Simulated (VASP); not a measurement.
# SrCaZnWO6 (F-43m) in VASP: single point with PBE

Aim: the single point of SrCaZnWO6 with PBE.

All numbers are computed with VASP 6.6.1; they aren't measurements. Logs are shortened: lines on timing, memory, paths and dates and some standing lists are left out, and cuts for length are marked.

## (1) The cell of the first run

It takes space group F-43m (No. 216, cubic). Conventional cell: a = 8.018 Å, b = 8.018 Å, c = 8.018 Å, α = 90.00°, β = 90.00°, γ = 90.00°. Within 3.7 Å of Sr (site symmetry -43m) lie 12 O at 2.84 Å and 4 Zn at 3.47 Å and 4 W at 3.47 Å. Ca (site symmetry -43m) has 12 O at 2.84 Å and 4 Zn at 3.47 Å and 4 W at 3.47 Å within 3.7 Å. Zn (site symmetry -43m) has 6 O at 2.07 Å within 2.7 Å. Within 2.6 Å of W (site symmetry -43m) lie 6 O at 1.94 Å. Within 2.6 Å of O (site symmetry 2mm) lie 1 W at 1.94 Å and 1 Zn at 2.07 Å.

## (2) Single point, PBE

Contents of INCAR:

```
PREC     = Accurate       # precision mode
ENCUT    = 520            # plane-wave cutoff, eV
EDIFF    = 1E-7           # SCF threshold, eV
ISMEAR   = 0              # smearing method
SIGMA    = 0.01           # smearing width, eV
LREAL    = F              # projectors in reciprocal space
LASPH    = T              # aspherical terms in the spheres
NELM     = 80             # most SCF steps
ALGO     = Normal         # electronic algorithm
ISIF     = 2              # what is computed and relaxed
LWAVE    = F              # write WAVECAR
LCHARG   = F              # write CHGCAR
GGA      = PE             # functional
NBANDS   = 52             # bands
```

Contents of KPOINTS:

```
regular mesh
0
Gamma
  4 4 4
```

Contents of POSCAR:

```
SrCaZnWO6
1.0
    5.6693640000      0.0000000000      0.0000000000
    2.8346820000      4.9098132473      0.0000000000
    2.8346820000      1.6366044158      4.6290163220
Sr Ca Zn W O
1 1 1 1 6
Direct
    0.2500000000      0.2500000000      0.2500000000
    0.7500000000      0.7500000000      0.7500000000
    0.0000000000      0.0000000000      0.0000000000
    0.5000000000      0.5000000000      0.5000000000
    0.7420100000      0.2579900000      0.2579900000
    0.2579900000      0.7420100000      0.7420100000
    0.7420100000      0.7420100000      0.2579900000
    0.2579900000      0.2579900000      0.7420100000
    0.2579900000      0.7420100000      0.2579900000
    0.7420100000      0.2579900000      0.7420100000
```

Potentials or basis: VASP PAW PBE potentials, release 64 (Sr_sv, Ca_sv, Zn, W_sv, O).

Command:

```bash
cat potpaw_PBE.64/Sr_sv/POTCAR potpaw_PBE.64/Ca_sv/POTCAR potpaw_PBE.64/Zn/POTCAR potpaw_PBE.64/W_sv/POTCAR potpaw_PBE.64/O/POTCAR > POTCAR
mpirun -np 1 vasp_std > vasp.out
```

OUTCAR:

```text
PREC = Accurate
   ENCUT = 520
   EDIFF = 1E-7
   ISMEAR = 0
   LREAL = F
   LASPH = T
   NELM = 80
   ISIF = 2
   GGA = PE

 ion  position               nearest neighbor table
   1  0.250  0.250  0.250-   6 2.84   6 2.84  10 2.84   8 2.84  10 2.84   8 2.84   9 2.84   7 2.84
                             7 2.84   9 2.84   5 2.84   5 2.84   4 3.47   3 3.47   3 3.47   4 3.47
   2  0.750  0.750  0.750-   1 4.01   1 4.01   1 4.01   1 4.01   1 4.01   1 4.01
   3  0.000  0.000  0.000-   7 2.07   8 2.07   9 2.07  10 2.07   5 2.07   6 2.07   1 3.47   1 3.47
                             1 3.47   1 3.47
   4  0.500  0.500  0.500-   7 1.94   8 1.94   9 1.94  10 1.94   5 1.94   6 1.94   1 3.47   1 3.47
                             1 3.47   1 3.47
   5  0.742  0.258  0.258-   4 1.94   3 2.07   1 2.84   1 2.84
   6  0.258  0.742  0.742-   4 1.94   3 2.07   1 2.84   1 2.84
   7  0.742  0.742  0.258-   4 1.94   3 2.07   1 2.84   1 2.84
   8  0.258  0.258  0.742-   4 1.94   3 2.07   1 2.84   1 2.84
   9  0.258  0.742  0.258-   4 1.94   3 2.07   1 2.84   1 2.84
  10  0.742  0.258  0.742-   4 1.94   3 2.07   1 2.84   1 2.84

  LATTYP: Found a face centered cubic cell.
 ALAT       =     8.0176914588

  Lattice vectors:

 A1 = (   5.6693640000,   0.0000000000,   0.0000000000)
 A2 = (   2.8346820000,   4.9098132473,   0.0000000000)
 A3 = (   2.8346820000,   1.6366044158,   4.6290163220)

Analysis of symmetry for initial positions (statically):
=====================================================================
 Subroutine PRICEL returns:
 Original cell was already a primitive cell.

 Routine SETGRP: Setting up the symmetry group for a
 face centered cubic supercell.

 Subroutine GETGRP returns: Found 24 space group operations
 (whereof 24 operations were pure point group operations)
 out of a pool of 48 trial point group operations.

The static configuration has the point symmetry T_d .

Analysis of symmetry for dynamics (positions and initial velocities):
=====================================================================
 Subroutine PRICEL returns:
 Original cell was already a primitive cell.

 Routine SETGRP: Setting up the symmetry group for a
 face centered cubic supercell.

 Subroutine GETGRP returns: Found 24 space group operations
 (whereof 24 operations were pure point group operations)
 out of a pool of 48 trial point group operations.

The dynamic configuration has the point symmetry T_d .

 Subroutine INISYM returns: Found 24 space group operations
 (whereof 24 operations are pure point group operations),
 and found     1 'primitive' translations

----------------------------------------------------------------------------------------

                                     Primitive cell

  volume of cell :     128.8511

  direct lattice vectors                    reciprocal lattice vectors
     5.669364000  0.000000000  0.000000000     0.176386628 -0.101836867 -0.072009539
     2.834682000  4.909813247  0.000000000     0.000000000  0.203673735 -0.072009539
     2.834682000  1.636604416  4.629016322     0.000000000  0.000000000  0.216028618

  length of vectors
     5.669364000  5.669364000  5.669364000     0.216028618  0.216028618  0.216028618

  position of ions in fractional coordinates (direct lattice)
     0.250000000  0.250000000  0.250000000
     0.750000000  0.750000000  0.750000000
     0.000000000  0.000000000  0.000000000
     0.500000000  0.500000000  0.500000000
     0.742010000  0.257990000  0.257990000
     0.257990000  0.742010000  0.742010000
     0.742010000  0.742010000  0.257990000
     0.257990000  0.257990000  0.742010000
     0.257990000  0.742010000  0.257990000
     0.742010000  0.257990000  0.742010000

  ion indices of the primitive-cell ions
   primitive index   ion index
                 1           1
                 2           2
                 3           3
                 4           4
                 5           5
                 6           6
                 7           7
                 8           8
                 9           9
                10          10

----------------------------------------------------------------------------------------

 KPOINTS: regular mesh

Automatic generation of k-mesh.
 Grid dimensions read from file:
 generate k-points for:    4    4    4

 Generating k-lattice:

  Cartesian coordinates                     Fractional coordinates (reciprocal lattice)
     0.044096657 -0.025459217 -0.018002385     0.250000000  0.000000000  0.000000000
     0.000000000  0.050918434 -0.018002385     0.000000000  0.250000000 -0.000000000
     0.000000000  0.000000000  0.054007155     0.000000000  0.000000000  0.250000000

  Length of vectors
     0.054007155  0.054007155  0.054007155

  Shift w.r.t. Gamma in fractional coordinates (k-lattice)
     0.000000000  0.000000000  0.000000000

 Subroutine IBZKPT returns following result:
 ===========================================

 Found      8 irreducible k-points:

 Following reciprocal coordinates:
            Coordinates               Weight
  0.000000  0.000000  0.000000      1.000000
  0.250000  0.000000 -0.000000      8.000000
  0.500000  0.000000 -0.000000      4.000000
  0.250000  0.250000  0.000000      6.000000
  0.500000  0.250000  0.000000     24.000000
 -0.250000  0.250000  0.000000     12.000000
  0.500000  0.500000  0.000000      3.000000
 -0.250000  0.500000  0.250000      6.000000
   k-points           NKPTS =      8   k-points in BZ     NKDIM =      8   number of bands    NBANDS=     52
   number of dos      NEDOS =    301   number of ions     NIONS =     10
   total plane-waves  NPLWV =  74088
   dimension x,y,z NGX =    42 NGY =   42 NGZ =   42
   dimension x,y,z NGXF=    84 NGYF=   84 NGZF=   84
   ions per type =               1   1   1   1   6
   NGX,Y,Z   is equivalent  to a cutoff of  12.32, 12.32, 12.32 a.u.
   NGXF,Y,Z  is equivalent  to a cutoff of  24.63, 24.63, 24.63 a.u.
 SYSTEM =  unknown system
   PREC   = accura    normal or accurate (medium, high low for compatibility)
   ISTART =      0    job   : 0-new  1-cont  2-samecut
   ICHARG =      2    charge: 1-file 2-atom 10-const
   ISPIN  =      1    spin polarized calculation?
   LNONCOLLINEAR =      F non collinear calculations
   LSORBIT =      F    spin-orbit coupling
   LASPH  =      T    aspherical Exc in radial PAW
   ENCUT  =  520.0 eV  38.22 Ry    6.18 a.u.  10.54 10.54 10.54*2*pi/ulx,y,z
   NELM   =     80;   NELMIN=  2; NELMDL= -5     # of ELM steps
   EDIFF  = 0.1E-06   stopping-criterion for ELM
   LREAL  =      F    real-space projection
   EDIFFG = 0.1E-05   stopping-criterion for IOM
   NSW    =      0    number of steps for IOM
   IBRION =     -1    ionic relax: 0-MD 1-quasi-New 2-CG
   NFREE  =      0    steps in history (QN), initial steepest desc. (CG)
   ISIF   =      2    stress and relaxation
   ISYM   =      2    0-nonsym 1-usesym 2-fastsym
   POTIM  = 0.5000    time-step for ionic-motion
   TEBEG  =    0.0;   TEEND  =   0.0 temperature during run
   PSTRESS=    0.0 pullay stress
   NELECT =      82.0000    total number of electrons
   NUPDOWN=      -1.0000    fix difference up-down
   EMIN   =  10.00;   EMAX   =-10.00  energy-range for DOS
   EFERMI =   0.00;   METHOD = LEGACY
   ISMEAR =     0;   SIGMA  =   0.01  broadening in eV -4-tet -1-fermi 0-gaus
   EFERMI_NEDOS =   21; number of points for ismear=-14 and -15
   IALGO  =     38    algorithm
   IMIX   =      4    mixing-type and parameters
     AMIX     =   0.40;   BMIX     =  1.00
     AMIX_MAG =   1.60;   BMIX_MAG =  1.00
  volume/ion in A,a.u.               =      12.89        86.95
  Fermi-wavevector in a.u.,A,eV,Ry     =   1.408154  2.661025 26.978955  1.982897
  Thomas-Fermi vector in A             =   2.530340
   LORBIT       =      0    0 simple, 1 ext, 2 COOP (PROOUT), +10 PAW based schemes
   GGA     = PE    functional components
   LHFCALC =     F    Hartree Fock is set to
   AEXX    =    0.0000 exact exchange contribution
   IVDW    =     0    specifies the selected vdW correction
   LEPSILON=     F    determine dielectric tensor
   LRPA    =     F    only Hartree local field effects (RPA)
 non-spin polarized calculation
 Gauss-broadening in eV      SIGMA  =   0.01
  energy-cutoff  :      520.00
  volume of cell :      128.85
 maximum number of plane-waves:      3490
   NGX = 21   NGY = 21   NGZ = 21

 number of electron      82.0000016 magnetization

 Free energy of the ion-electron system (eV)
  ---------------------------------------------------
  ext. energy  EPLUGINS =         0.00000000
  ---------------------------------------------------
  free energy    TOTEN  =       -71.19724965 eV

  energy without entropy =      -71.19724965  energy(sigma->0) =      -71.19724965

 E-fermi :   3.1424     XC(G=0): -10.8345

 val. band max:        3.0413619521   @ k =   0.5000   0.0000  -0.0000
 cond. band min:       5.8241647800   @ k =   0.5000   0.5000   0.0000
 fundamental gap:      2.7828028278
 Fermi energy:         3.1423706814

 k-point     1 :       0.0000    0.0000    0.0000
  band No.  band energies     occupation
      1     -71.7000      2.00000
      2     -36.8805      2.00000
      3     -35.8864      2.00000
      4     -35.8864      2.00000
      5     -35.8864      2.00000
      6     -30.1437      2.00000
[... 44 lines left out ...]
     51      10.3332      0.00000
     52      10.3333      0.00000

 k-point     2 :       0.2500    0.0000   -0.0000
  band No.  band energies     occupation
      1     -71.7000      2.00000
      2     -36.8806      2.00000
      3     -35.8864      2.00000
      4     -35.8864      2.00000
      5     -35.8863      2.00000
      6     -30.1430      2.00000
[... 44 lines left out ...]
     51      10.4043      0.00000
     52      10.4266      0.00000
[... 273 lines left out ...]
     51      10.2493      0.00000
     52      10.5136      0.00000

 k-point     8 :      -0.2500    0.5000    0.2500
  band No.  band energies     occupation
      1     -71.7000      2.00000
      2     -36.8809      2.00000
      3     -35.8867      2.00000
      4     -35.8865      2.00000
      5     -35.8858      2.00000
      6     -30.1417      2.00000
[... 44 lines left out ...]
     51      10.3757      0.00000
     52      10.6499      0.00000

------------------------ aborting loop because EDIFF is reached ----------------------------------------

  FORCE on cell =-STRESS in cart. coord.  units (eV):
  Direction    XX          YY          ZZ          XY          YZ          ZX
  --------------------------------------------------------------------------------------
  -------------------------------------------------------------------------------------
  Total       -2.0968258     -2.0968258     -2.0968258     -0.0000000     -0.0000000     -0.0000000
  in kB      -26.0726344    -26.0726344    -26.0726344     -0.0000000     -0.0000000     -0.0000000
  external PRESSURE =     -26.0726344 kB  Pullay stress =       0.0000000 kB

 VOLUME and BASIS-vectors are now :
 -----------------------------------------------------------------------------
  energy-cutoff  :      520.00
  volume of cell :      128.85
      direct lattice vectors                 reciprocal lattice vectors
     5.669364000  0.000000000  0.000000000     0.176386628 -0.101836867 -0.072009539
     2.834682000  4.909813247  0.000000000     0.000000000  0.203673735 -0.072009539
     2.834682000  1.636604416  4.629016322     0.000000000  0.000000000  0.216028618

 POSITION                                       TOTAL-FORCE (eV/Angst)
 -----------------------------------------------------------------------------------
      2.83468      1.63660      1.15725        -0.000000      0.000000     -0.000000
      8.50405      4.90981      3.47176        -0.000000      0.000000     -0.000000
      0.00000      0.00000      0.00000        -0.000000      0.000000     -0.000000
      5.66936      3.27321      2.31451        -0.000000      0.000000     -0.000000
      5.66936      1.68891      1.19424         0.000000      0.359330      0.254085
      5.66936      4.85751      3.43478         0.000000     -0.359330     -0.254085
      7.04141      4.06536      1.19424        -0.311189     -0.179665      0.254085
      4.29732      2.48106      3.43478         0.311189      0.179665     -0.254085
      4.29732      4.06536      1.19424         0.311189     -0.179665      0.254085
      7.04141      2.48106      3.43478        -0.311189      0.179665     -0.254085
 -----------------------------------------------------------------------------------
    total drift:                               -0.000000     -0.000000     -0.000000

  FREE ENERGIE OF THE ION-ELECTRON SYSTEM (eV)
  ---------------------------------------------------
  free  energy   TOTEN  =       -71.1972496490 eV

  energy  without entropy=      -71.1972496490  energy(sigma->0) =      -71.19724965
```

Run time: 68 s. Hardware: 1 thread of Intel Xeon Platinum 8488C (Sapphire Rapids), shared host; peak memory 0.29 GiB.

What came out:

```yaml
Free_energy: -71.1972 eV
Pressure: -2.6 GPa
Largest_force: 0.440 eV/Å
Band_gap_on_the_k_mesh: 2.78 eV, indirect (least direct gap 3.00 eV)
```

Forces on the atoms (eV/Å):
```
Sr   0.000  0.000  0.000
Ca   0.000  0.000  0.000
Zn   0.000  0.000  0.000
W    0.000  0.000  0.000
O    0.000  0.359  0.254
O    0.000 -0.359 -0.254
O   -0.311 -0.180  0.254
O    0.311  0.180 -0.254
O    0.311 -0.180  0.254
O   -0.311  0.180 -0.254
```

Levels at points of the mesh, in eV from the valence-band top:
```
           k point  band 39  band 40  band 41  band 42  band 43  band 44
(0.00, 0.00, 0.00)    -0.15    -0.15    -0.15     2.90     2.90     2.90
(0.50, 0.00, 0.00)    -0.56     0.00     0.00     3.00     3.19     3.19
(0.50, 0.50, 0.00)    -1.02    -1.02    -0.23     2.78     3.78     3.78
```

Caveat: spin-orbit coupling is left out, which moves the levels of the heavy elements. A k mesh can miss the band edges.
